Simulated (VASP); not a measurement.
## Sb: relaxation of cell and atoms with RPBE

Sb:

```
Sb
1.0
     2.15420    1.24373    3.75800
    -2.15420    1.24373    3.75800
     0.00000   -2.48746    3.75800
Sb
2
Direct
  0.76651 0.76651 0.76651
  0.23349 0.23349 0.23349
```

* Program: VASP 6.6.1
* Task: relaxation of cell and atoms
* Functional: RPBE
* Potentials or basis: VASP PAW PBE potentials, release 64 (Sb)
* Cutoff: 600 eV
* k mesh: 8 × 8 × 8
* Occupations: fermi-dirac, width 0.05 eV
* Spin: no spin polarisation
* Dipole correction: no
* Further INCAR settings: ALGO = Normal; EDIFF = 1e-07; IBRION = 2; EDIFFG = -0.005; NSW = 80; ISIF = 3

| Item | Value |
| --- | --- |
| Relaxed volume | 33.28 Å³/atom |
| Relaxed cell | a = 4.713 Å, b = 4.713 Å, c = 4.713 Å, α = 55.66°, β = 55.66°, γ = 55.66° |
| Space group after relaxing (to 0.05 Å) | R-3m (No. 166) |
| Energy gained by relaxing | 30.4 meV/atom |
| Ionic steps | 11 |
| Pressure after relaxing | 0.0 GPa |
| Band gap on the k mesh | zero (band 5 reaches 6.30 eV, above the bottom of band 6 at 6.06 eV) |

The path:
| step | energy change (eV) | largest force (eV/Å) | pressure (GPa) | volume (Å³) |
| --- | --- | --- | --- | --- |
| 1 | 0.0000 | 0.2272 | 4.06 | 60.41 |
| 2 | -0.0344 | 0.3831 | -1.77 | 67.36 |
| 3 | -0.0519 | 0.1798 | 0.10 | 64.64 |
| 4 | -0.0546 | 0.1339 | 0.08 | 64.93 |
| 5 | -0.0584 | 0.0029 | 0.05 | 65.70 |
| 6 | -0.0585 | 0.0287 | 0.05 | 65.88 |
| 7 | -0.0599 | 0.0126 | -0.02 | 66.20 |
| 8 | -0.0604 | 0.0304 | -0.17 | 66.96 |
| 9 | -0.0607 | 0.0145 | -0.12 | 66.71 |
| 10 | -0.0605 | 0.0322 | 0.23 | 66.31 |
| 11 | -0.0607 | 0.0018 | 0.00 | 66.57 |

Final structure:
```xyz
2
Lattice="2.2002 1.2703 3.9696 -2.2002 1.2703 3.9696 0.0000 -2.5405 3.9696" Properties=species:S:1:pos:R:3 pbc="T T T"
Sb    0.0000    0.0000    9.1622
Sb    0.0000    0.0000    2.7467
```

Levels at points of the mesh, in eV from the Fermi level:
| k point | band 2 | band 3 | band 4 | band 5 | band 6 | band 7 | band 8 | band 9 |
| --- | --- | --- | --- | --- | --- | --- | --- | --- |
| (0.00, 0.00, 0.00) | -5.31 | -2.01 | -1.67 | -1.67 | 1.68 | 2.38 | 2.38 | 5.28 |
| (0.50, 0.00, 0.00) | -9.24 | -2.01 | -1.99 | -0.36 | -0.26 | 0.23 | 0.79 | 7.17 |
| (0.50, 0.50, 0.00) | -8.05 | -4.87 | -3.41 | -3.30 | 1.62 | 4.35 | 5.22 | 6.01 |
| (0.50, 0.50, 0.50) | -8.48 | -1.30 | -1.30 | -0.60 | 0.39 | 0.39 | 1.12 | 6.53 |

Wall time 7 min on 1 thread of Intel Xeon 8259CL (shared host), peak memory 0.24 GiB.

Caveat: the PAW data sets were made with another functional, which shifts forces and pressure a little; spin-orbit coupling is left out, which moves the levels of the heavy elements; the volume moved by +10 % from the deposited cell, more than functionals usually miss. RPBE and its kin give volumes clearly too large for solids.
